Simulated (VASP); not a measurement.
# Ge2Sb3Se (P-4m2) in VASP: notebook, part 2 of 2

VASP 6.6.1.

## Step 5: Single point, PBE

This run uses another cell than the first one, of 25.84 Å³/atom.

File INCAR:

```
PREC = Accurate
ENCUT = 520
EDIFF = 1E-6
ISMEAR = 0
SIGMA = 0.1
LREAL = False
LASPH = True
NELM = 80
ALGO = Normal
ISIF = 2
LWAVE = False
LCHARG = False
GGA = PE
NBANDS = 34
```

File KPOINTS:

```
Automatic mesh
0
Gamma
  10 10 4
```

File POSCAR:

```
Ge2Sb3Se
1.0
    4.0283312930      0.0000000000      0.0000000000
    0.0000000000      4.0283312930      0.0000000000
    0.0000000000      0.0000000000      9.5523777352
Ge Sb Se
2 3 1
Direct
    0.5000000000      0.0000000000      0.6922309580
    0.0000000000      0.5000000000      0.3077690420
    0.5000000000      0.0000000000      0.3876164793
    0.0000000000      0.5000000000      0.6123835207
    0.0000000000      0.0000000000      0.0000000000
    0.5000000000      0.5000000000      0.0000000000
```

Potentials or basis: VASP PAW PBE potentials, release 64 (Ge_d, Sb, Se).

Run with:

```sh
$ cat potpaw_PBE.64/Ge_d/POTCAR potpaw_PBE.64/Sb/POTCAR potpaw_PBE.64/Se/POTCAR > POTCAR
$ mpirun -np 1 vasp_std > vasp.out
```

OUTCAR:

```text
PREC = Accurate
   ENCUT = 520
   EDIFF = 1E-6
   ISMEAR = 0
   LREAL = False
   LASPH = True
   NELM = 80
   ISIF = 2
   GGA = PE

 ion  position               nearest neighbor table
   1  0.500  0.000  0.692-   3 2.91   4 2.95   4 2.95   4 2.95   4 2.95
   2  0.000  0.500  0.308-   4 2.91   3 2.95   3 2.95   3 2.95   3 2.95
   3  0.500  0.000  0.388-   1 2.91   2 2.95   2 2.95   2 2.95   2 2.95   4 3.57   4 3.57   4 3.57
                             4 3.57
   4  0.000  0.500  0.612-   2 2.91   1 2.95   1 2.95   1 2.95   1 2.95   3 3.57   3 3.57   3 3.57
                             3 3.57
   5  0.000  0.000  0.000-   6 2.85   6 2.85   6 2.85   6 2.85
   6  0.500  0.500  0.000-   5 2.85   5 2.85   5 2.85   5 2.85

  LATTYP: Found a simple tetragonal cell.
 ALAT       =     4.0283312930
 C/A-ratio  =     2.3712989425

  Lattice vectors:

 A1 = (   4.0283312930,   0.0000000000,   0.0000000000)
 A2 = (   0.0000000000,   4.0283312930,   0.0000000000)
 A3 = (   0.0000000000,   0.0000000000,   9.5523777352)

Analysis of symmetry for initial positions (statically):
=====================================================================
 Subroutine PRICEL returns:
[... 184 lines left out ...]
 fundamental gap:      0.0214435507
 Fermi energy:         6.2016186994

 k-point     1 :       0.0000    0.0000    0.0000
  band No.  band energies     occupation
      1     -18.3037      2.00000
      2     -18.3027      2.00000
      3     -18.2911      2.00000
      4     -18.2911      2.00000
      5     -18.2888      2.00000
      6     -18.2888      2.00000
[... 877 lines left out ...]
     33      10.4121      0.00000
     34      10.8575      0.00000

 [... further k-points ...]

------------------------ aborting loop because EDIFF is reached ----------------------------------------

  FORCE on cell =-STRESS in cart. coord.  units (eV):
  Direction    XX          YY          ZZ          XY          YZ          ZX
  --------------------------------------------------------------------------------------
  -------------------------------------------------------------------------------------
  Total       -0.0350715     -0.0350715     -0.0435406      0.0000000      0.0000000     -0.0000000
  in kB       -0.3624954     -0.3624954     -0.4500313      0.0000000      0.0000000     -0.0000000
  external PRESSURE =      -0.3916741 kB  Pullay stress =       0.0000000 kB

 VOLUME and BASIS-vectors are now :
 -----------------------------------------------------------------------------
  energy-cutoff  :      520.00
  volume of cell :      155.01
      direct lattice vectors                 reciprocal lattice vectors
     4.028331293  0.000000000  0.000000000     0.248241748  0.000000000  0.000000000
     0.000000000  4.028331293  0.000000000     0.000000000  0.248241748  0.000000000
     0.000000000  0.000000000  9.552377735     0.000000000  0.000000000  0.104685977

 POSITION                                       TOTAL-FORCE (eV/Angst)
 -----------------------------------------------------------------------------------
      2.01417      0.00000      6.61245        -0.000000      0.000000      0.001254
      0.00000      2.01417      2.93993         0.000000      0.000000     -0.001254
      2.01417      0.00000      3.70266         0.000000      0.000000      0.002615
      0.00000      2.01417      5.84972         0.000000      0.000000     -0.002615
      0.00000      0.00000      0.00000         0.000000      0.000000      0.000000
      2.01417      2.01417      0.00000         0.000000     -0.000000      0.000000
 -----------------------------------------------------------------------------------
    total drift:                                0.000000      0.000000     -0.000000

  FREE ENERGIE OF THE ION-ELECTRON SYSTEM (eV)
  ---------------------------------------------------
  free  energy   TOTEN  =       -23.7668619153 eV

  energy  without entropy=      -23.7448447081  energy(sigma->0) =      -23.75585331
```

stdout:

```text
POSCAR found type information on POSCAR GeSbSe
 POSCAR found :  3 types and       6 ions
 scaLAPACK will be used
 LDA part: xc-table for (Slater+PW92), standard interpolation
 POSCAR, INCAR and KPOINTS ok, starting setup
 FFT: planning ... GRIDC
 FFT: planning ... GRID_SOFT
 FFT: planning ... GRID
 WAVECAR not read
 entering main loop
```

Wall time 1.8 min (1 thread of AMD EPYC 9R45 (Zen 5), shared host); peak memory 0.42 GiB.

Results:

| Quantity | Value |
| --- | --- |
| Free energy | -23.7669 eV |
| Pressure | 0.0 GPa |
| Band gap on the k mesh | zero (an odd number of electrons rules out a gap without spin polarisation) |

Forces in eV/Å, atoms in the order of the input:
```
Ge   0.000  0.000  0.001
Ge   0.000  0.000 -0.001
Sb   0.000  0.000  0.003
Sb   0.000  0.000 -0.003
Sb   0.000  0.000  0.000
Se   0.000  0.000  0.000
```

Caveat: spin-orbit coupling is left out, which moves the levels of the heavy elements; an odd number of electrons without spin polarisation forces a metal; a magnetic or distorted state may lie lower.

## Step 6: The runs side by side

```csv
task,cell,k mesh,cutoff (eV),gap on the mesh (eV),pressure (GPa),largest force (eV/Å)
single point,"a = 3.918, b = 3.918, c = 8.788 Å, 6 atoms, atomic positions A",4 × 4 × 2,520,none,7.4,0.75
single point,"a = 4.071, b = 4.071, c = 9.089 Å, 6 atoms, atomic positions B",4 × 4 × 2,520,none,-0.1,0.04
relaxation of cell and atoms,"relaxed from a = 3.918, b = 3.918, c = 8.788 Å, 6 atoms, atomic positions A",4 × 4 × 2,600,none,0.0,0.03
single point,"a = 4.028, b = 4.028, c = 9.552 Å, 6 atoms, atomic positions C",10 × 10 × 4,520,none,0.0,-
```

Alike in all rows: level PBE; potentials or basis VASP PAW PBE potentials, release 64 (Ge_d, Sb, Se); no spin polarisation; smearing gaussian 0.1 eV.

Caveats: some runs use coarse meshes; spin-orbit coupling is left out, which moves the levels of the heavy elements; an odd number of electrons without spin polarisation forces a metal; a magnetic or distorted state may lie lower.

Absolute energies hang on the potentials; compare differences alone.

The gap in the log of VASP goes by the Fermi energy; the results here count the filled bands.